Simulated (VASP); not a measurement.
A run of VASP 6.6.1 is set up as follows.

INCAR

```
PREC = Accurate ; ENCUT = 600
EDIFF = 1E-6 ; ISMEAR = 0
SIGMA = 0.1 ; LREAL = F
LASPH = T ; NELM = 100
ALGO = Normal ; ISIF = 3
LWAVE = F ; LCHARG = F
GGA = PE ; IBRION = 2
NSW = 90 ; EDIFFG = -0.04
```

File KPOINTS:

```
Automatic mesh
0
Gamma
  6 4 4
```

The input POSCAR:

```
TiTe2
1.0
    3.4987220935      0.0000000000      0.0000000000
    0.0000000000      4.1645566869      0.0000000000
    0.0000000000      0.0000000000      6.3015891320
Ti Te
1 2
Direct
    0.5000000000      0.5000000000      0.0000000000
    0.0000000000      0.0000000000      0.5000000000
    0.0000000000      0.0000000000      0.0000000000
```

Potentials or basis: VASP PAW PBE potentials, release 64 (Ti_sv, Te).

Run with:

```console
$ cat potpaw_PBE.64/Ti_sv/POTCAR potpaw_PBE.64/Te/POTCAR > POTCAR
$ mpirun -np 1 vasp_std > vasp.out
```

Question: Predict the relaxed volume.

Answer: 30.56 Å³/atom.

Question: Estimate the relaxed cell.

Answer: a = 4.155 Å, b = 3.506 Å, c = 6.294 Å, α = 90.00°, β = 90.00°, γ = 90.00°.

Final structure:
```
CELL_PARAMETERS angstrom
4.15473 0.00000 0.00000
0.00000 3.50565 0.00000
0.00000 0.00000 6.29392
ATOMIC_POSITIONS crystal
Ti 0.50000 0.50000 0.00000
Te 0.00000 0.00000 0.50000
Te 0.00000 0.00000 0.00000
```

Caveat: the k points lie up to 0.45 Å⁻¹ apart in the final cell, too coarse for converged energies and pressures of a metal; a cell axis changed by over 15 % at a fixed basis, so the end point is rough.
